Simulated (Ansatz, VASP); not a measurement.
**Ni: VASP beside Ansatz**

```
Ni
1.0
     0.00000    1.76725    1.76725
     1.76725    0.00000    1.76725
     1.76725    1.76725    0.00000
Ni
1
Direct
  0.00000 0.00000 0.00000
```

Alike in both runs: task single point; functional r2SCAN; k mesh 14 × 14 × 14; occupations fermi-dirac, width 0.003 eV; collinear spin.

```csv
,VASP,Ansatz
version,VASP 6.6.1,Ansatz 0.2.0
potentials or method,"VASP PAW PBE potentials, release 64 (Ni), cutoff 520 eV","PAW, plane waves, scalar-relativistic"
valence electrons in the cell,10,18
```

Ansatz gave:

* pressure (GPa): -9.3
* net moment per atom (μB): 0.77
* size of the moment on the site where the two differ most (μB): 0.84

Task: What did VASP give for the same quantities?

Result: Pressure (GPa): -8.8; net moment per atom (μB): 0.75; size of the moment on the site where the two differ most (μB): 0.78.

VASP's potentials were made for PBE, not for r2SCAN. Site moments also hang on the region over which each program counts them. VASP's potentials hold 10 valence electrons a cell and Ansatz's 18, so a difference there can come from the potentials and not from the codes. Ansatz's warnings: stability check not made.
